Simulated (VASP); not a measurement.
Set up this calculation in VASP 6.6.1, as the native input.

```
Task                   : single point
Functional             : PBEsol
Potentials or basis    : VASP PAW PBE potentials, release 64 (C)
Cutoff                 : 520 eV
k mesh                 : 2 × 2 × 2, shifted
Occupations            : gaussian, width 0.1 eV
Spin                   : no spin polarisation
Dipole correction      : no
Further INCAR settings : LREAL = Auto; ALGO = Normal; EDIFF = 1e-07; NBANDS = 46; ISYM = 0
```

The structure of C lies in POSCAR:

```
C
1.0
    0.0000000000      3.5668000000     -3.5668000000
   -3.5668000000      0.0000000000     -3.5668000000
   -3.5668000000      3.5668000000      0.0000000000
C
16
Direct
    0.7500000000      0.7500000000      0.2500000000
    0.2500000000      0.7500000000      0.2500000000
    0.7500000000      0.2500000000      0.2500000000
    0.2500000000      0.2500000000      0.2500000000
    0.7500000000      0.7500000000      0.7500000000
    0.2500000000      0.7500000000      0.7500000000
    0.7500000000      0.2500000000      0.7500000000
    0.2500000000      0.2500000000      0.7500000000
    0.8750000000      0.3750000000      0.3750000000
    0.3750000000      0.3750000000      0.3750000000
    0.8750000000      0.8750000000      0.3750000000
    0.3750000000      0.8750000000      0.3750000000
    0.8750000000      0.3750000000      0.8750000000
    0.3750000000      0.3750000000      0.8750000000
    0.8750000000      0.8750000000      0.8750000000
    0.3750000000      0.8750000000      0.8750000000
```

One way to write it, as run:

INCAR

```
  ALGO = Normal
  EDIFF = 1E-7
  ENCUT = 520
  GGA = PS
  ISIF = 2
  ISMEAR = 0
  ISYM = 0
  LASPH = True
  LCHARG = False
  LREAL = Auto
  LWAVE = False
  NBANDS = 46
  NELM = 60
  PREC = Accurate
  SIGMA = 0.1
```

KPOINTS

```
Automatic mesh
0
Gamma
  2 2 2
  0.5 0.5 0.5
```

Potentials or basis: VASP PAW PBE potentials, release 64 (C).

Launch:

```sh
$ cat potpaw_PBE.64/C/POTCAR > POTCAR
$ mpirun -np 1 vasp_std > vasp.out
```

It gave:

| Property | Result |
| --- | --- |
| Pressure | -3.5 GPa |
| Band gap on the k mesh | 5.49 eV |

Caveat: the k points lie up to 0.76 Å⁻¹ apart; the PAW data sets were made with another functional, which shifts forces and pressure a little.

Run time: 45 s on 1 thread of Intel(R) Xeon(R) 6975P-C (Granite Rapids), with other jobs on the host, peak memory 0.23 GiB.
